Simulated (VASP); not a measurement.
# GaP (I-4m2) in VASP: single point with HSE06

Aim: the single point of GaP with HSE06.

All numbers are computed with VASP 6.6.1; they aren't measurements. Logs are shortened: lines on timing, memory, paths and dates and some standing lists are left out, and cuts for length are marked.

## 1. The cell of the first run

Symmetry: I-4m2, No. 119, tetragonal system. The conventional cell has a = 3.854 Å, b = 3.854 Å, c = 5.594 Å, α = 90.00°, β = 90.00°, γ = 90.00°. Ga (site symmetry -4m2) has 4 P at 2.38 Å within 3.1 Å. P (site symmetry -4m2) has 4 Ga at 2.38 Å within 3.1 Å.

## 2. Single point, HSE06 (uniaxial z strain +2.6%)

POSCAR

```
GaP
1.0
    0.0000000000      2.7254101930      2.7968159400
    2.7254101930      0.0000000000      2.7968159400
    2.7254101930      2.7254101930      0.0000000000
Ga P
1 1
Direct
    0.0000000000      0.0000000000      0.0000000000
    0.2500000000      0.2500000000      0.2500000000
```

INCAR.step1

```
SYSTEM = GaP
PREC     = Accurate       ! precision mode
ENCUT    = 520            ! plane-wave cutoff, eV
EDIFF    = 1E-5           ! SCF threshold, eV
ISMEAR   = 0              ! smearing method
SIGMA    = 0.01           ! smearing width, eV
LREAL    = .FALSE.        ! projectors in reciprocal space
LASPH    = .TRUE.         ! aspherical terms in the spheres
NELM     = 60             ! most SCF steps
ALGO     = Normal         ! electronic algorithm
ISIF     = 2              ! what is computed and relaxed
LWAVE    = .TRUE.         ! write WAVECAR
LCHARG   = .FALSE.        ! write CHGCAR
NBANDS   = 16             ! bands
GGA      = PE             ! functional
```

INCAR.step2

```
SYSTEM = GaP
PREC     = Accurate       ! precision mode
ENCUT    = 520            ! plane-wave cutoff, eV
EDIFF    = 1E-6           ! SCF threshold, eV
ISMEAR   = 0              ! smearing method
SIGMA    = 0.01           ! smearing width, eV
LREAL    = .FALSE.        ! projectors in reciprocal space
LASPH    = .TRUE.         ! aspherical terms in the spheres
NELM     = 60             ! most SCF steps
ALGO     = Normal         ! electronic algorithm
ISIF     = 2              ! what is computed and relaxed
LWAVE    = .FALSE.        ! write WAVECAR
LCHARG   = .FALSE.        ! write CHGCAR
GGA      = PE             ! functional
LHFCALC  = .TRUE.         ! exact exchange
HFSCREEN = 0.2079         ! screening, 1/A
PRECFOCK = Normal       
NBANDS   = 16             ! bands
ISTART   = 1
```

KPOINTS

```
Automatic mesh
0
G
  6 6 6
  0 0 0
```

Potentials or basis: VASP PAW PBE potentials, release 64 (Ga_d, P).

The run is started by

```console
> cat potpaw_PBE.64/Ga_d/POTCAR potpaw_PBE.64/P/POTCAR > POTCAR
> cp INCAR.step1 INCAR
> mpirun -np 1 vasp_std > vasp.out
> cp INCAR.step2 INCAR
> mpirun -np 1 vasp_std > vasp.out
```

OUTCAR:

```text
SYSTEM = GaP
   PREC = Accurate
   ENCUT = 520
   EDIFF = 1E-6
   ISMEAR = 0
   LREAL = .FALSE.
   LASPH = .TRUE.
   NELM = 60
   ISIF = 2
   GGA = PE
   LHFCALC = .TRUE.
   HFSCREEN = 0.2079
   PRECFOCK = Normal
   ISTART = 1

 ion  position               nearest neighbor table
   1  0.000  0.000  0.000-   2 2.38   2 2.38   2 2.38   2 2.38
   2  0.250  0.250  0.250-   1 2.38   1 2.38   1 2.38   1 2.38

  LATTYP: Found a body centered tetragonal cell.
 ALAT       =     3.8543120580
 C/A-ratio  =     1.4512659577

  Lattice vectors:

 A1 = (  -2.7254101930,   0.0000000000,   2.7968159400)
 A2 = (   2.7254101930,   0.0000000000,   2.7968159400)
 A3 = (   0.0000000000,   2.7254101930,  -2.7968159400)

Analysis of symmetry for initial positions (statically):
=====================================================================
 Subroutine PRICEL returns:
 Original cell was already a primitive cell.

 Routine SETGRP: Setting up the symmetry group for a
 body centered tetragonal supercell.

 Subroutine GETGRP returns: Found  8 space group operations
 (whereof  8 operations were pure point group operations)
 out of a pool of 16 trial point group operations.

The static configuration has the point symmetry D_2d.

Analysis of symmetry for dynamics (positions and initial velocities):
=====================================================================
 Subroutine PRICEL returns:
 Original cell was already a primitive cell.

 Routine SETGRP: Setting up the symmetry group for a
 body centered tetragonal supercell.

 Subroutine GETGRP returns: Found  8 space group operations
 (whereof  8 operations were pure point group operations)
 out of a pool of 16 trial point group operations.

The dynamic configuration has the point symmetry D_2d.

 Subroutine INISYM returns: Found  8 space group operations
 (whereof  8 operations are pure point group operations),
 and found     1 'primitive' translations

----------------------------------------------------------------------------------------

                                     Primitive cell

  volume of cell :      41.5487

  direct lattice vectors                    reciprocal lattice vectors
     0.000000000  2.725410193  2.796815940    -0.183458623  0.183458623  0.178774725
     2.725410193  0.000000000  2.796815940     0.183458623 -0.183458623  0.178774725
     2.725410193  2.725410193  0.000000000     0.183458623  0.183458623 -0.178774725

  length of vectors
     3.905129975  3.905129975  3.854312058     0.315078617  0.315078617  0.315078617

  position of ions in fractional coordinates (direct lattice)
     0.000000000  0.000000000  0.000000000
     0.250000000  0.250000000  0.250000000

  ion indices of the primitive-cell ions
   primitive index   ion index
                 1           1
                 2           2

----------------------------------------------------------------------------------------

 KPOINTS: Automatic mesh

Automatic generation of k-mesh.
 Grid dimensions read from file:
 generate k-points for:    6    6    6

 Generating k-lattice:

  Cartesian coordinates                     Fractional coordinates (reciprocal lattice)
    -0.030576437  0.030576437  0.029795787     0.166666667 -0.000000000  0.000000000
     0.030576437 -0.030576437  0.029795787    -0.000000000  0.166666667  0.000000000
     0.030576437  0.030576437 -0.029795787     0.000000000  0.000000000  0.166666667

  Length of vectors
     0.052513103  0.052513103  0.052513103

  Shift w.r.t. Gamma in fractional coordinates (k-lattice)
     0.000000000  0.000000000  0.000000000

 Subroutine IBZKPT returns following result:
 ===========================================

 Found     30 irreducible k-points:

 Following reciprocal coordinates:
            Coordinates               Weight
  0.000000  0.000000  0.000000      1.000000
  0.166667  0.000000  0.000000      8.000000
  0.333333  0.000000  0.000000      8.000000
  0.500000 -0.000000  0.000000      4.000000
  0.166667  0.166667  0.000000      2.000000
  0.333333  0.166667  0.000000      8.000000
[... 16 lines left out ...]
  0.333333  0.000000  0.333333      4.000000
  0.500000 -0.000000  0.333333     16.000000
 [... further k-points ...]
   k-points           NKPTS =     30   k-points in BZ     NKDIM =    216   number of bands    NBANDS=     16
   number of dos      NEDOS =    301   number of ions     NIONS =      2
   total plane-waves  NPLWV =  27000
   dimension x,y,z NGX =    30 NGY =   30 NGZ =   30
   dimension x,y,z NGXF=    60 NGYF=   60 NGZF=   60
   ions per type =               1   1
   NGX,Y,Z   is equivalent  to a cutoff of  12.77, 12.77, 12.94 a.u.
   NGXF,Y,Z  is equivalent  to a cutoff of  25.54, 25.54, 25.88 a.u.
 SYSTEM =  GaP
   PREC   = accura    normal or accurate (medium, high low for compatibility)
   ISTART =      1    job   : 0-new  1-cont  2-samecut
   ICHARG =      0    charge: 1-file 2-atom 10-const
   ISPIN  =      1    spin polarized calculation?
   LNONCOLLINEAR =      F non collinear calculations
   LSORBIT =      F    spin-orbit coupling
   LASPH  =      T    aspherical Exc in radial PAW
   ENCUT  =  520.0 eV  38.22 Ry    6.18 a.u.   7.26  7.26  7.17*2*pi/ulx,y,z
   NELM   =     60;   NELMIN=  2; NELMDL=  0     # of ELM steps
   EDIFF  = 0.1E-05   stopping-criterion for ELM
   LREAL  =      F    real-space projection
   EDIFFG = 0.1E-04   stopping-criterion for IOM
   NSW    =      0    number of steps for IOM
   IBRION =     -1    ionic relax: 0-MD 1-quasi-New 2-CG
   NFREE  =      0    steps in history (QN), initial steepest desc. (CG)
   ISIF   =      2    stress and relaxation
   ISYM   =      3    0-nonsym 1-usesym 2-fastsym
   POTIM  = 0.5000    time-step for ionic-motion
   TEBEG  =    0.0;   TEEND  =   0.0 temperature during run
   PSTRESS=    0.0 pullay stress
   NELECT =      18.0000    total number of electrons
   NUPDOWN=      -1.0000    fix difference up-down
   EMIN   =  10.00;   EMAX   =-10.00  energy-range for DOS
   EFERMI =   0.00;   METHOD = LEGACY
   ISMEAR =     0;   SIGMA  =   0.01  broadening in eV -4-tet -1-fermi 0-gaus
   EFERMI_NEDOS =   21; number of points for ismear=-14 and -15
   IALGO  =     38    algorithm
   IMIX   =      1    mixing-type and parameters
     AMIX     =   0.40;   BMIX     =  1.00
     AMIX_MAG =   1.60;   BMIX_MAG =  1.00
  volume/ion in A,a.u.               =      20.77       140.19
  Fermi-wavevector in a.u.,A,eV,Ry     =   1.238739  2.340877 20.877788  1.534474
  Thomas-Fermi vector in A             =   2.373252
   LORBIT       =      0    0 simple, 1 ext, 2 COOP (PROOUT), +10 PAW based schemes
   GGA     = PE    functional components
   LHFCALC =     T    Hartree Fock is set to
   PRECFOCK=normal    Normal, Fast or Accurate (Low or Medium for compatibility)
   ENCUT4O =  -1.0   cutoff for four orbital integrals eV
   NKREDX  =     1    reduce k-point grid by
   NKREDY  =     1    reduce k-point grid by
   NKREDZ  =     1    reduce k-point grid by
   AEXX    =    0.2500 exact exchange contribution
   HFSCREEN=    0.2079 screening length (either q_TF or 0.3 A-1)
   HFSCREENC=   0.2079 screening length for correlation (either q_TF or 0.3 A-1)
   ENCUTFOCK=  -1.0 apply spherical cutoff to Coloumb kernel
   IVDW    =     0    specifies the selected vdW correction
   LEPSILON=     F    determine dielectric tensor
   LRPA    =     F    only Hartree local field effects (RPA)
 non-spin polarized calculation
 Gauss-broadening in eV      SIGMA  =   0.01
  energy-cutoff  :      520.00
  volume of cell :       41.55
 maximum number of plane-waves:      1134
 NGX is ok and might be reduce to    30
  NGX = 24; NGY = 24; NGZ = 24

 number of electron      17.9999997 magnetization

 Free energy of the ion-electron system (eV)
  ---------------------------------------------------
  ext. energy  EPLUGINS =         0.00000000
  ---------------------------------------------------
  free energy    TOTEN  =       -10.77130786 eV

  energy without entropy =      -10.77130786  energy(sigma->0) =      -10.77130786

 E-fermi :   4.0715     XC(G=0):  -8.0650

 val. band max:        4.0097720729   @ k =   0.0000   0.0000   0.0000
 cond. band min:       6.2436705337   @ k =   0.5000   0.0000   0.5000
 fundamental gap:      2.2338984609
 Fermi energy:         4.0714836297

 k-point     1 :       0.0000    0.0000    0.0000
  band No.  band energies     occupation
      1     -13.0748      2.00000
      2     -13.0670      2.00000
      3     -13.0670      2.00000
      4     -12.9789      2.00000
      5     -12.9733      2.00000
      6      -9.6173      2.00000
[... 8 lines left out ...]
     15      14.5580      0.00000
     16      15.0605      0.00000

 k-point     2 :       0.1667    0.0000    0.0000
  band No.  band energies     occupation
      1     -13.0833      2.00000
      2     -13.0650      2.00000
      3     -13.0605      2.00000
      4     -12.9792      2.00000
      5     -12.9728      2.00000
      6      -9.2476      2.00000
[... 8 lines left out ...]
     15      14.0848      0.00000
     16      14.9986      0.00000

 k-point     3 :       0.3333    0.0000    0.0000
  band No.  band energies     occupation
      1     -13.1083      2.00000
      2     -13.0543      2.00000
      3     -13.0497      2.00000
      4     -12.9777      2.00000
      5     -12.9696      2.00000
      6      -8.2605      2.00000
[... 8 lines left out ...]
     15      14.6426      0.00000
     16      14.8112      0.00000

 k-point     4 :       0.5000   -0.0000    0.0000
  band No.  band energies     occupation
      1     -13.1207      2.00000
      2     -13.0502      2.00000
      3     -13.0457      2.00000
      4     -12.9755      2.00000
      5     -12.9666      2.00000
      6      -7.4770      2.00000
[... 8 lines left out ...]
     15      16.7406      0.00000
     16      16.9575      0.00000

 k-point     5 :       0.1667    0.1667    0.0000
  band No.  band energies     occupation
      1     -13.0977      2.00000
      2     -13.0542      2.00000
      3     -13.0542      2.00000
      4     -12.9782      2.00000
      5     -12.9750      2.00000
      6      -9.1378      2.00000
[... 8 lines left out ...]
     15      15.4999      0.00000
     16      15.7348      0.00000

 k-point     6 :       0.3333    0.1667    0.0000
  band No.  band energies     occupation
      1     -13.1159      2.00000
      2     -13.0461      2.00000
      3     -13.0421      2.00000
      4     -12.9804      2.00000
      5     -12.9723      2.00000
      6      -8.3515      2.00000
[... 8 lines left out ...]
     15      15.8580      0.00000
     16      16.6183      0.00000
[... 267 lines left out ...]
 k-point    21 :      -0.1667    0.3333    0.1667
  band No.  band energies     occupation
      1     -13.1274      2.00000
      2     -13.0414      2.00000
      3     -13.0308      2.00000
      4     -12.9897      2.00000
      5     -12.9653      2.00000
      6      -7.4281      2.00000
[... 8 lines left out ...]
     15      17.1179      0.00000
     16      18.5745      0.00000

 k-point    22 :      -0.3333    0.5000    0.1667
  band No.  band energies     occupation
      1     -13.1423      2.00000
      2     -13.0308      2.00000
      3     -13.0169      2.00000
      4     -12.9887      2.00000
      5     -12.9698      2.00000
      6      -6.5230      2.00000
[... 8 lines left out ...]
     15      17.0424      0.00000
     16      18.7836      0.00000

 k-point    23 :       0.3333    0.0000    0.3333
  band No.  band energies     occupation
      1     -13.1342      2.00000
      2     -13.0314      2.00000
      3     -13.0288      2.00000
      4     -12.9986      2.00000
      5     -12.9607      2.00000
      6      -7.7427      2.00000
[... 8 lines left out ...]
     15      16.4511      0.00000
     16      19.5487      0.00000

 k-point    24 :       0.5000   -0.0000    0.3333
  band No.  band energies     occupation
      1     -13.1419      2.00000
      2     -13.0269      2.00000
      3     -13.0231      2.00000
      4     -12.9988      2.00000
      5     -12.9603      2.00000
      6      -6.8546      2.00000
[... 8 lines left out ...]
     15      17.0907      0.00000
     16      18.5106      0.00000

 [... further k-points ...]

------------------------ aborting loop because EDIFF is reached ----------------------------------------

  FORCE on cell =-STRESS in cart. coord.  units (eV):
  Direction    XX          YY          ZZ          XY          YZ          ZX
  --------------------------------------------------------------------------------------
  -------------------------------------------------------------------------------------
  Total       -0.2402920     -0.2402920     -0.8113677      0.0000000     -0.0000000      0.0000000
  in kB       -9.2660004     -9.2660004    -31.2874845      0.0000000     -0.0000000      0.0000000
  external PRESSURE =     -16.6064951 kB  Pullay stress =       0.0000000 kB

 VOLUME and BASIS-vectors are now :
 -----------------------------------------------------------------------------
  energy-cutoff  :      520.00
  volume of cell :       41.55
      direct lattice vectors                 reciprocal lattice vectors
     0.000000000  2.725410193  2.796815940    -0.183458623  0.183458623  0.178774725
     2.725410193  0.000000000  2.796815940     0.183458623 -0.183458623  0.178774725
     2.725410193  2.725410193  0.000000000     0.183458623  0.183458623 -0.178774725

 POSITION                                       TOTAL-FORCE (eV/Angst)
 -----------------------------------------------------------------------------------
      0.00000      0.00000      0.00000         0.000000      0.000000     -0.000000
      1.36271      1.36271      1.39841        -0.000000     -0.000000      0.000000
 -----------------------------------------------------------------------------------
    total drift:                                0.000004      0.000001     -0.000001

  FREE ENERGIE OF THE ION-ELECTRON SYSTEM (eV)
  ---------------------------------------------------
  free  energy   TOTEN  =       -10.7713078572 eV

  energy  without entropy=      -10.7713078572  energy(sigma->0) =      -10.77130786
```

It took 46 min on 1 thread of Intel Xeon Platinum 8488C (Sapphire Rapids), shared host; peak memory 0.3 GiB.

Results:

```
Free energy            : -10.7713 eV
Pressure               : -1.7 GPa
Band gap on the k mesh : 2.23 eV (least direct gap 2.50 eV)
```

Stress tensor (GPa, compression positive):
```
-0.93  0.00  0.00
 0.00 -0.93  0.00
 0.00  0.00 -3.13
```

Caveat: the cell differs from its parent crystal (uniaxial z strain +2.6%); the PAW data sets were made with another functional, which shifts forces and pressure a little. A k mesh can miss the band edges.
